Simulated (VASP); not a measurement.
# Ga2O3 in VASP: notebook

Runs on Ga2O3. Level: PBE. Tasks: single point.

Everything below comes from runs of VASP 6.6.1. Logs are shortened: lines on timing, memory, paths and dates and some standing lists are left out, and cuts for length are marked.

## 1. The cell of the first run

It takes space group R-3c (No. 167, trigonal). The conventional cell has a = 5.057 Å, b = 5.057 Å, c = 13.625 Å, α = 90.00°, β = 90.00°, γ = 120.00°. Within 2.6 Å of Ga (site symmetry 3) lie 6 O at 1.95 to 2.10 Å. O (site symmetry 2) has 4 Ga at 1.95 to 2.10 Å and 8 O at 2.66 to 2.88 Å within 2.9 Å.

## 2. Single point, PBE

INCAR

```
SYSTEM = Ga2O3
ALGO     = Normal         ! electronic algorithm
EDIFF    = 1E-6           ! SCF threshold, eV
ENCUT    = 520            ! plane-wave cutoff, eV
GGA      = PE             ! functional
ISIF     = 2              ! what is computed and relaxed
ISMEAR   = 0              ! smearing method
LASPH    = .TRUE.         ! aspherical terms in the spheres
LCHARG   = .TRUE.         ! write CHGCAR
LELF     = .TRUE.         ! ELF
LREAL    = .FALSE.        ! projectors in reciprocal space
LVHAR    = .TRUE.       
LWAVE    = .FALSE.        ! write WAVECAR
NBANDS   = 55             ! bands
NELM     = 60             ! most SCF steps
PREC     = Accurate       ! precision mode
SIGMA    = 0.1            ! smearing width, eV
```

KPOINTS

```
k-points
0
G
  6 6 6
  0 0 0
```

POSCAR

```
Ga2O3
1.0
    2.5286557284      1.4599200655      4.5416941020
   -2.5286557284      1.4599200655      4.5416941020
    0.0000000000     -2.9198401310      4.5416941020
Ga O
4 6
Direct
    0.8557656956      0.8557656956      0.8557656956
    0.6442343044      0.6442343044      0.6442343044
    0.1442343044      0.1442343044      0.1442343044
    0.3557656956      0.3557656956      0.3557656956
    0.0531629561      0.4468370439      0.7500000000
    0.7500000000      0.0531629561      0.4468370439
    0.4468370439      0.7500000000      0.0531629561
    0.9468370439      0.5531629561      0.2500000000
    0.2500000000      0.9468370439      0.5531629561
    0.5531629561      0.2500000000      0.9468370439
```

Potentials or basis: VASP PAW PBE potentials, release 64 (Ga_d, O).

Run with:

```sh
$ cat potpaw_PBE.64/Ga_d/POTCAR potpaw_PBE.64/O/POTCAR > POTCAR
$ mpirun -np 1 vasp_std > vasp.out
```

OUTCAR:

```text
SYSTEM = Ga2O3
   EDIFF = 1E-6
   ENCUT = 520
   GGA = PE
   ISIF = 2
   ISMEAR = 0
   LASPH = .TRUE.
   LREAL = .FALSE.
   NELM = 60
   PREC = Accurate

 ion  position               nearest neighbor table
   1  0.856  0.856  0.856-  10 1.95   8 1.95   9 1.95   5 2.10   7 2.10   6 2.10   2 2.88
   2  0.644  0.644  0.644-   9 1.95   8 1.95  10 1.95   5 2.10   7 2.10   6 2.10   1 2.88
   3  0.144  0.144  0.144-   7 1.95   5 1.95   6 1.95   8 2.10   9 2.10  10 2.10   4 2.88
   4  0.356  0.356  0.356-   6 1.95   5 1.95   7 1.95   8 2.10   9 2.10  10 2.10   3 2.88
   5  0.053  0.447  0.750-   3 1.95   4 1.95   1 2.10   2 2.10
   6  0.750  0.053  0.447-   4 1.95   3 1.95   1 2.10   2 2.10
   7  0.447  0.750  0.053-   3 1.95   4 1.95   1 2.10   2 2.10
   8  0.947  0.553  0.250-   1 1.95   2 1.95   3 2.10   4 2.10
   9  0.250  0.947  0.553-   2 1.95   1 1.95   3 2.10   4 2.10
  10  0.553  0.250  0.947-   1 1.95   2 1.95   3 2.10   4 2.10

  LATTYP: Found a trigonal (rhomboedric) cell.
 ALAT       =     5.3993010387
 COS(alpha) =     0.5613336499

  Lattice vectors:

 A1 = (   2.5286557284,   1.4599200655,   4.5416941020)
 A2 = (  -2.5286557284,   1.4599200655,   4.5416941020)
 A3 = (   0.0000000000,  -2.9198401310,   4.5416941020)

Analysis of symmetry for initial positions (statically):
=====================================================================
 Subroutine PRICEL returns:
 Original cell was already a primitive cell.

 Routine SETGRP: Setting up the symmetry group for a
 trigonal (rhombohedral) supercell.

 Subroutine GETGRP returns: Found 12 space group operations
 (whereof  6 operations were pure point group operations)
 out of a pool of 12 trial point group operations.

The static configuration has the point symmetry S_6 .
 The point group associated with its full space group is D_3d.

Analysis of symmetry for dynamics (positions and initial velocities):
=====================================================================
 Subroutine PRICEL returns:
 Original cell was already a primitive cell.

 Routine SETGRP: Setting up the symmetry group for a
 trigonal (rhombohedral) supercell.

 Subroutine GETGRP returns: Found 12 space group operations
 (whereof  6 operations were pure point group operations)
 out of a pool of 12 trial point group operations.

The dynamic configuration has the point symmetry S_6 .
 The point group associated with its full space group is D_3d.
[... 121 lines left out ...]
   ISIF   =      2    stress and relaxation
   ISYM   =      2    0-nonsym 1-usesym 2-fastsym
   POTIM  = 0.5000    time-step for ionic-motion
   TEBEG  =    0.0;   TEEND  =   0.0 temperature during run
   PSTRESS=    0.0 pullay stress
   NELECT =      88.0000    total number of electrons
   NUPDOWN=      -1.0000    fix difference up-down
   EMIN   =  10.00;   EMAX   =-10.00  energy-range for DOS
   EFERMI =   0.00;   METHOD = LEGACY
   ISMEAR =     0;   SIGMA  =   0.10  broadening in eV -4-tet -1-fermi 0-gaus
   EFERMI_NEDOS =   21; number of points for ismear=-14 and -15
   IALGO  =     38    algorithm
   IMIX   =      4    mixing-type and parameters
     AMIX     =   0.40;   BMIX     =  1.00
     AMIX_MAG =   1.60;   BMIX_MAG =  1.00
  volume/ion in A,a.u.               =      10.06        67.89
  Fermi-wavevector in a.u.,A,eV,Ry     =   1.565692  2.958729 33.353218  2.451392
  Thomas-Fermi vector in A             =   2.668131
   LORBIT       =      0    0 simple, 1 ext, 2 COOP (PROOUT), +10 PAW based schemes
   GGA     = PE    functional components
   LHFCALC =     F    Hartree Fock is set to
   AEXX    =    0.0000 exact exchange contribution
   IVDW    =     0    specifies the selected vdW correction
   LEPSILON=     F    determine dielectric tensor
   LRPA    =     F    only Hartree local field effects (RPA)
 non-spin polarized calculation
 Gauss-broadening in eV      SIGMA  =   0.10
  energy-cutoff  :      520.00
  volume of cell :      100.60
 maximum number of plane-waves:      2730
   NGX = 21   NGY = 21   NGZ = 21

 number of electron      88.0000005 magnetization

 Free energy of the ion-electron system (eV)
  ---------------------------------------------------
  ext. energy  EPLUGINS =         0.00000000
  ---------------------------------------------------
  free energy    TOTEN  =       -59.39323716 eV

  energy without entropy =      -59.39323716  energy(sigma->0) =      -59.39323716

 E-fermi :   4.5423     XC(G=0): -11.9620

 val. band max:        4.1053310474   @ k =  -0.1667   0.1667   0.0000
 cond. band min:       6.4984540865   @ k =   0.0000   0.0000   0.0000
 fundamental gap:      2.3931230392
 Fermi energy:         4.5422803692

 k-point     1 :       0.0000    0.0000    0.0000
  band No.  band energies     occupation
      1     -14.5786      2.00000
      2     -12.7192      2.00000
      3     -12.7192      2.00000
      4     -12.6957      2.00000
      5     -12.6764      2.00000
      6     -12.6764      2.00000
[... 1381 lines left out ...]
     54      15.8604      0.00000
     55      16.1475      0.00000

 [... further k-points ...]

------------------------ aborting loop because EDIFF is reached ----------------------------------------

  FORCE on cell =-STRESS in cart. coord.  units (eV):
  Direction    XX          YY          ZZ          XY          YZ          ZX
  --------------------------------------------------------------------------------------
  -------------------------------------------------------------------------------------
  Total        0.6522553      0.6522553      0.5665548     -0.0000000      0.0000000      0.0000000
  in kB       10.3882003     10.3882003      9.0232834     -0.0000000      0.0000000      0.0000000
  external PRESSURE =       9.9332280 kB  Pullay stress =       0.0000000 kB

 VOLUME and BASIS-vectors are now :
 -----------------------------------------------------------------------------
  energy-cutoff  :      520.00
  volume of cell :      100.60
      direct lattice vectors                 reciprocal lattice vectors
     2.528655728  1.459920065  4.541694102     0.197733521  0.114161501  0.073394052
    -2.528655728  1.459920065  4.541694102    -0.197733521  0.114161501  0.073394052
     0.000000000 -2.919840131  4.541694102     0.000000000 -0.228323003  0.073394052

 POSITION                                       TOTAL-FORCE (eV/Angst)
 -----------------------------------------------------------------------------------
      0.00000      0.00000     11.65988        -0.000000      0.000000      0.020714
      0.00000      0.00000      8.77775        -0.000000      0.000000     -0.020714
      0.00000      0.00000      1.96520        -0.000000      0.000000     -0.020714
      0.00000      0.00000      4.84734        -0.000000      0.000000      0.020714
     -0.99547     -1.45992      5.67712        -0.001335     -0.000000      0.000000
      1.76206     -0.13214      5.67712         0.000667     -0.001156      0.000000
     -0.76659      1.59206      5.67712         0.000667      0.001156      0.000000
      0.99547      1.45992      7.94796         0.001335      0.000000     -0.000000
     -1.76206      0.13214      7.94796        -0.000667      0.001156      0.000000
      0.76659     -1.59206      7.94796        -0.000667     -0.001156      0.000000
 -----------------------------------------------------------------------------------
    total drift:                                0.000000      0.000000      0.000000

  FREE ENERGIE OF THE ION-ELECTRON SYSTEM (eV)
  ---------------------------------------------------
  free  energy   TOTEN  =       -59.3932371596 eV

  energy  without entropy=      -59.3932371595  energy(sigma->0) =      -59.39323716
```

Wall time 3 min (1 thread of Intel Xeon Platinum 8124M at 3.00GHz (Skylake/Cascade Lake), shared host); peak memory 0.31 GiB.

Results:

```yaml
Free_energy: -59.3932 eV
Pressure: 1.0 GPa
Largest_force: 0.021 eV/Å
Band_gap_on_the_k_mesh: 2.39 eV (least direct gap 2.63 eV)
```

Forces in eV/Å, atoms in the order of the input:
```
Ga   0.000  0.000  0.021
Ga   0.000  0.000 -0.021
Ga   0.000  0.000 -0.021
Ga   0.000  0.000  0.021
O   -0.001  0.000  0.000
O    0.001 -0.001  0.000
O    0.001  0.001  0.000
O    0.001  0.000  0.000
O   -0.001  0.001  0.000
O   -0.001 -0.001  0.000
```

## 3. Single point, PBE

INCAR

```
ALGO = Normal ; EDIFF = 1E-7
ENCUT = 520 ; GGA = PE
ISIF = 2 ; ISMEAR = 0
LASPH = T ; LCHARG = F
LREAL = F ; LWAVE = F
NBANDS = 55 ; NELM = 100
PREC = Accurate ; SIGMA = 0.02
```

KPOINTS

```
k-points
0
Gamma
  6 6 6
```

POSCAR

```
Ga2O3
1.0
    2.5286557284      1.4599200655      4.5416941020
   -2.5286557284      1.4599200655      4.5416941020
    0.0000000000     -2.9198401310      4.5416941020
Ga O
4 6
Direct
    0.3557656956      0.3557656956      0.3557656956
    0.1442343044      0.1442343044      0.1442343044
    0.6442343044      0.6442343044      0.6442343044
    0.8557656956      0.8557656956      0.8557656956
    0.5531629561      0.9468370439      0.2500000000
    0.2500000000      0.5531629561      0.9468370439
    0.9468370439      0.2500000000      0.5531629561
    0.4468370439      0.0531629561      0.7500000000
    0.7500000000      0.4468370439      0.0531629561
    0.0531629561      0.7500000000      0.4468370439
```

Potentials or basis: VASP PAW PBE potentials, release 64 (Ga_d, O).

Run with:

```sh
$ cat potpaw_PBE.64/Ga_d/POTCAR potpaw_PBE.64/O/POTCAR > POTCAR
$ mpirun -np 1 vasp_std > vasp.out
```

It took 3.7 min on 1 thread of Intel Xeon Platinum 8124M at 3.00GHz (Skylake/Cascade Lake), shared host; peak memory 0.31 GiB.

It converged, with:

| Quantity | Value |
| --- | --- |
| Free energy | -59.3932 eV |
| Pressure | 0.9 GPa |
| Largest force | 0.021 eV/Å |
| Band gap on the k mesh | 2.39 eV (least direct gap 2.63 eV) |

Forces in eV/Å, atoms in the order of the input:
```
Ga   0.000  0.000  0.021
Ga   0.000  0.000 -0.021
Ga   0.000  0.000 -0.021
Ga   0.000  0.000  0.021
O   -0.001  0.000  0.000
O    0.001 -0.001  0.000
O    0.001  0.001  0.000
O    0.001  0.000  0.000
O   -0.001  0.001  0.000
O   -0.001 -0.001  0.000
```

Stress tensor (GPa, compression positive):
```
0.97 0.00 0.00
0.00 0.97 0.00
0.00 0.00 0.83
```

Levels at points of the mesh, in eV from the valence-band top:
```csv
k point,band 40,band 41,band 42,band 43,band 44,band 45,band 46,band 47,band 48,band 49
"(0.00, 0.00, 0.00)",-0.32,-0.32,-0.31,-0.23,-0.23,2.39,6.30,6.55,8.51,9.84
"(0.50, 0.00, 0.00)",-1.17,-0.93,-0.93,-0.15,-0.15,6.00,6.00,6.37,6.37,9.63
"(0.50, 0.50, 0.00)",-0.97,-0.82,-0.69,-0.25,-0.15,6.12,6.34,7.23,7.27,8.47
"(0.50, 0.50, 0.50)",-1.42,-0.29,-0.29,-0.29,-0.29,5.47,5.47,7.48,7.48,9.19
```

## 4. Single point, PBE

This run uses another cell than the first one, of the same volume but with other edges.

INCAR

```
SYSTEM = Ga2O3
ALGO = Normal
EDIFF = 1E-7
ENCUT = 520
GGA = PE
ISIF = 2
ISMEAR = 0
LASPH = .True.
LCHARG = .False.
LREAL = .False.
LWAVE = .False.
NBANDS = 55
NELM = 100
PREC = Accurate
SIGMA = 0.1
```

KPOINTS

```
k-points
0
Gamma
  4 4 4
  0 0 0
```

POSCAR

```
Ga2O3
1.0
   -2.5290462818      4.3800883927      0.0003369013
   -5.0576411281      0.0002643226     -0.0000805264
   -2.5288227585      1.4605255304      4.5410681260
Ga O
4 6
Direct
    0.6441731239      0.6441463949      0.0675118034
    0.8558144772      0.8558714602      0.4324780586
    0.3558267092      0.3558514662      0.9324935016
    0.1441834491      0.1441278182      0.5675227909
    0.7500058089      0.4468574698      0.7500039567
    0.0531185828      0.7499961333      0.7500104303
    0.4468833593      0.0531395771      0.7499790768
    0.2500023843      0.5531419610      0.2499903431
    0.9468757728      0.2500057733      0.2499877007
    0.5531163325      0.9468619459      0.2500223378
```

Potentials or basis: VASP PAW PBE potentials, release 64 (Ga_d, O).

Run with:

```sh
$ cat potpaw_PBE.64/Ga_d/POTCAR potpaw_PBE.64/O/POTCAR > POTCAR
$ mpirun -np 1 vasp_std > vasp.out
```

OUTCAR:

```text
SYSTEM = Ga2O3
   EDIFF = 1E-7
   ENCUT = 520
   GGA = PE
   ISIF = 2
   ISMEAR = 0
   LASPH = .True.
   LREAL = .False.
   NELM = 100
   PREC = Accurate

 ion  position               nearest neighbor table
   1  0.644  0.644  0.068-   8 1.95   9 1.95  10 1.95   6 2.10   5 2.10   7 2.10   2 2.88
   2  0.856  0.856  0.432-   8 1.95   9 1.95  10 1.95   7 2.10   5 2.10   6 2.10   1 2.88
   3  0.356  0.356  0.932-   5 1.95   6 1.95   7 1.95   9 2.10   8 2.10  10 2.10   4 2.88
   4  0.144  0.144  0.568-   5 1.95   6 1.95   7 1.95  10 2.10   8 2.10   9 2.10   3 2.88
   5  0.750  0.447  0.750-   4 1.95   3 1.95   1 2.10   2 2.10
   6  0.053  0.750  0.750-   4 1.95   3 1.95   1 2.10   2 2.10
   7  0.447  0.053  0.750-   3 1.95   4 1.95   2 2.10   1 2.10
   8  0.250  0.553  0.250-   2 1.95   1 1.95   3 2.10   4 2.10
   9  0.947  0.250  0.250-   1 1.95   2 1.95   3 2.10   4 2.10
  10  0.553  0.947  0.250-   1 1.95   2 1.95   4 2.10   3 2.10

  Warning from LATTYP: Got some problem with cell dimensions!
  Tried to take original basis but could not verify dimensions!
  LATTYP: Found a triclinic cell.
 ALAT       =     8.9615133247
[... 214 lines left out ...]
      3     -12.7179      2.00000
      4     -12.6941      2.00000
      5     -12.6757      2.00000
      6     -12.6753      2.00000
[... 1381 lines left out ...]
     54      15.7522      0.00000
     55      16.0262      0.00000

 [... further k-points ...]

------------------------ aborting loop because EDIFF is reached ----------------------------------------

  FORCE on cell =-STRESS in cart. coord.  units (eV):
  Direction    XX          YY          ZZ          XY          YZ          ZX
  --------------------------------------------------------------------------------------
  -------------------------------------------------------------------------------------
  Total        0.5989123      0.6067698      0.5161118      0.0051459     -0.0076387      0.0000662
  in kB        9.5390732      9.6642230      8.2202822      0.0819597     -0.1216646      0.0010546
  external PRESSURE =       9.1411928 kB  Pullay stress =       0.0000000 kB

 VOLUME and BASIS-vectors are now :
 -----------------------------------------------------------------------------
  energy-cutoff  :      520.00
  volume of cell :      100.59
      direct lattice vectors                 reciprocal lattice vectors
    -2.529046282  4.380088393  0.000336901     0.000013101  0.228319107 -0.073426063
    -5.057641128  0.000264323 -0.000080526    -0.197725430 -0.114160262 -0.073392114
    -2.528822759  1.460525530  4.541068126    -0.000003507 -0.000018963  0.220216654

 POSITION                                       TOTAL-FORCE (eV/Angst)
 -----------------------------------------------------------------------------------
     -5.05773      2.92031      0.30674        -0.000323     -0.000213      0.011162
     -7.58675      4.38041      1.96413         0.000347      0.000772     -0.011083
     -5.05778      2.92058      4.23461         0.000194      0.000147     -0.011578
     -2.52876      1.46046      2.57720        -0.000371     -0.000553      0.011211
     -6.05347      4.38061      3.40604        -0.000949     -0.000276      0.000148
     -5.82419      1.32827      3.40581         0.000431     -0.000246     -0.000135
     -3.29551      3.05277      3.40585         0.000499      0.000504      0.000492
     -4.06204      1.46030      1.13526         0.001088     -0.000240      0.000059
     -4.29131      4.51258      1.13551        -0.000508      0.000739      0.000251
     -6.82001      2.78811      1.13548        -0.000408     -0.000634     -0.000527
 -----------------------------------------------------------------------------------
    total drift:                                0.000002     -0.000010     -0.000002

  FREE ENERGIE OF THE ION-ELECTRON SYSTEM (eV)
  ---------------------------------------------------
  free  energy   TOTEN  =       -59.3919382071 eV

  energy  without entropy=      -59.3919382071  energy(sigma->0) =      -59.39193821
```

OSZICAR:

```text
N       E                     dE             d eps       ncg     rms          rms(c)
DAV:   1     0.119621984224E+04    0.11962E+04   -0.39979E+04  4758   0.298E+03
DAV:   2     0.195917787903E+03   -0.10003E+04   -0.93959E+03  4032   0.810E+02
DAV:   3    -0.476484021868E+02   -0.24357E+03   -0.23639E+03  4576   0.258E+02
DAV:   4    -0.672385146810E+02   -0.19590E+02   -0.19370E+02  5002   0.788E+01
DAV:   5    -0.679124842366E+02   -0.67397E+00   -0.67239E+00  5039   0.152E+01    0.170E+01
DAV:   6    -0.593087102735E+02    0.86038E+01   -0.28817E+01  7240   0.578E+01    0.470E+00
DAV:   7    -0.594398681637E+02   -0.13116E+00   -0.27483E+00  4420   0.945E+00    0.325E+00
DAV:   8    -0.594236796430E+02    0.16189E-01   -0.48764E-01  5876   0.522E+00    0.133E+00
DAV:   9    -0.593906714241E+02    0.33008E-01   -0.17469E-01  6328   0.454E+00    0.190E-01
DAV:  10    -0.593917259472E+02   -0.10545E-02   -0.11143E-02  5449   0.116E+00    0.534E-02
DAV:  11    -0.593919095195E+02   -0.18357E-03   -0.12844E-03  5408   0.582E-01    0.178E-02
DAV:  12    -0.593919375091E+02   -0.27990E-04   -0.19702E-04  5297   0.130E-01    0.174E-02
DAV:  13    -0.593919378796E+02   -0.37050E-06   -0.37779E-05  5336   0.114E-01    0.249E-03
DAV:  14    -0.593919378563E+02    0.23294E-07   -0.48988E-06  4992   0.488E-02    0.148E-03
DAV:  15    -0.593919380805E+02   -0.22422E-06   -0.20673E-06  5425   0.127E-02    0.534E-04
DAV:  16    -0.593919382049E+02   -0.12437E-06   -0.42641E-07  3781   0.597E-03    0.346E-04
DAV:  17    -0.593919382071E+02   -0.21828E-08   -0.28569E-08  2729   0.554E-03
   1 F= -.59391938E+02 E0= -.59391938E+02  d E =-.796286E-12
```

Run time: 4.5 min. Hardware: 1 thread of Intel Xeon Platinum 8124M at 3.00GHz (Skylake/Cascade Lake), shared host; peak memory 0.32 GiB.

Results:

| Property | Result |
| --- | --- |
| Free energy | -59.3919 eV |
| Pressure | 0.9 GPa |
| Largest force | 0.012 eV/Å |
| Band gap on the k mesh | 2.43 eV (least direct gap 2.63 eV) |

Forces in eV/Å, atoms in the order of the input:
```
Ga   0.000  0.000  0.011
Ga   0.000  0.001 -0.011
Ga   0.000  0.000 -0.012
Ga   0.000 -0.001  0.011
O   -0.001  0.000  0.000
O    0.000  0.000  0.000
O    0.000  0.001  0.000
O    0.001  0.000  0.000
O   -0.001  0.001  0.000
O    0.000 -0.001 -0.001
```

A k mesh can miss the band edges.

## 5. The runs side by side

```tsv
cell	k mesh	smearing	gap on the mesh (eV)	pressure (GPa)	largest force (eV/Å)
a = 5.399 Å, angles 55.9°, 10 atoms, atomic positions A	6 × 6 × 6	gaussian 0.1 eV	2.39	1.0	0.02
a = 5.399 Å, angles 55.9°, 10 atoms, atomic positions A	6 × 6 × 6	gaussian 0.02 eV	2.39	0.9	0.02
a = 5.058, b = 5.058, c = 5.399 Å, angles 62.1, 62.1, 60.0°, 10 atoms, atomic positions B	4 × 4 × 4	gaussian 0.1 eV	2.43	0.9	0.01
```

Alike in all rows: task single point; level PBE; potentials or basis VASP PAW PBE potentials, release 64 (Ga_d, O); no spin polarisation; cutoff (eV) 520.

Absolute energies hang on the potentials; compare differences alone.
